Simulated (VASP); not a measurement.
Set up this calculation in VASP 6.6.1, as the native input.

```yaml
Task: single point
Functional: LDA
Potentials_or_basis: VASP PAW LDA potentials, release 64 (Te)
Cutoff: 520 eV
k_mesh: 13 × 13 × 8
Occupations: methfessel-paxton, width 0.05 eV
Spin: no spin polarisation
Dipole_correction: no
Further_INCAR_settings: ALGO = Normal; EDIFF = 1e-07; NBANDS = 13
```

The structure of Te lies in POSCAR:

```
Te
1.0
   -2.9577914636      3.8759656627      1.5351528885
    2.9577914636     -3.8759656627      1.5351528885
    2.9577914636      3.8759656627     -1.5351528885
Te
2
Direct
    0.0072360000      0.7399050000      0.2566560000
    0.9837460000      0.2422910000      0.7595560000
```

One way to write it, as run:

INCAR

```
PREC = Accurate
ENCUT = 520
EDIFF = 1E-7
ISMEAR = 1
SIGMA = 0.05
LREAL = False
LASPH = True
NELM = 60
ALGO = Normal
ISIF = 2
LWAVE = False
LCHARG = True
GGA = CA
LELF = True
LVHAR = True
NBANDS = 13
```

KPOINTS

```
regular mesh
0
Gamma
  13 13 8
```

Potentials or basis: VASP PAW LDA potentials, release 64 (Te).

Launch:

```console
$ cat potpaw_LDA.64/Te/POTCAR > POTCAR
$ mpirun -np 1 vasp_std > vasp.out
```

It gave:

```
Pressure               : -2.1 GPa
Largest force          : 0.138 eV/Å
Band gap on the k mesh : zero (bands 6 and 7 overlap by 3.79 eV)
```

Caveat: spin-orbit coupling is left out, which moves the levels of the heavy elements.

Run time: 17 min on 1 thread of Intel Xeon 8259CL, on a shared host, peak memory 0.61 GiB.
